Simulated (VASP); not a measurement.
Input of a VASP 6.6.1 run:

The input INCAR:

```
SYSTEM = GaCo
PREC = Accurate ; ENCUT = 600
EDIFF = 1E-6 ; ISMEAR = -1
SIGMA = 0.1 ; LREAL = .FALSE.
LASPH = .TRUE. ; NELM = 120
ALGO = Normal ; ISIF = 2
LWAVE = .FALSE. ; LCHARG = .FALSE.
GGA = PE ; NBANDS = 18
GGA_COMPAT = .FALSE.
```

File KPOINTS:

```
regular mesh
0
G
  6 6 6
  0 0 0
```

The input POSCAR:

```
GaCo
1.0
    2.9154040000      0.0000000000      0.0000000000
    0.0000000000      2.9154040000      0.0000000000
    0.0000000000      0.0000000000      2.9154040000
Ga Co
1 1
Direct
    0.0000000000      0.0000000000      0.0000000000
    0.5000000000      0.5000000000      0.5000000000
```

Potentials or basis: VASP PAW PBE potentials, release 64 (Ga_d, Co).

The run is started by

```bash
$ cat potpaw_PBE.64/Ga_d/POTCAR potpaw_PBE.64/Co/POTCAR > POTCAR
$ mpirun -np 1 vasp_std > vasp.out
```

Estimate the pressure.

-5.5 GPa.

Estimate the band gap on the k mesh.

zero (band 11 reaches 10.47 eV, above the bottom of band 12 at 9.03 eV).

Spin polarisation is off, so any magnetic state and its effect on volume and gap are missing.
